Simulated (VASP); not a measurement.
A run of VASP 6.6.1:

File INCAR:

```
PREC = Accurate
ENCUT = 600
EDIFF = 1E-6
ISMEAR = 0
SIGMA = 0.1
LREAL = F
LASPH = T
NELM = 60
ALGO = Fast
ISIF = 3
LWAVE = F
LCHARG = F
GGA = PE
IBRION = 2
NSW = 90
EDIFFG = -0.04
```

KPOINTS

```
regular mesh
0
Gamma
  6 6 6
```

File POSCAR:

```
Be7Te
1.0
    5.4857233372      0.0000000000      0.0000000000
   -2.7428616686      4.7507757682      0.0000000000
    0.0000000000      0.0000000000      3.5590031912
Be Te
7 1
Direct
    0.9504911185      0.4752455592      0.0000000000
    0.5247544408      0.0495088815      0.0000000000
    0.5247544408      0.4752455592      0.0000000000
    0.2095562840      0.7904437160      0.5000000000
    0.2095562840      0.4191125680      0.5000000000
    0.5808874320      0.7904437160      0.5000000000
    0.6666666667      0.3333333333      0.5000000000
    0.0000000000      0.0000000000      0.0000000000
```

Potentials or basis: VASP PAW PBE potentials, release 64 (Be, Te).

Run with:

```console
$ cat potpaw_PBE.64/Be/POTCAR potpaw_PBE.64/Te/POTCAR > POTCAR
$ mpirun -np 1 vasp_std > vasp.out
```

Hardware: 1 thread of Intel(R) Xeon(R) 6975P-C (Granite Rapids), with other jobs on the host.

Estimate the wall time of this run.

Wall time 120 s on 1 thread of Intel(R) Xeon(R) 6975P-C (Granite Rapids), with other jobs on the host, peak memory 0.27 GiB. Counts: scf iterations 53, k points 28, ion steps 8.
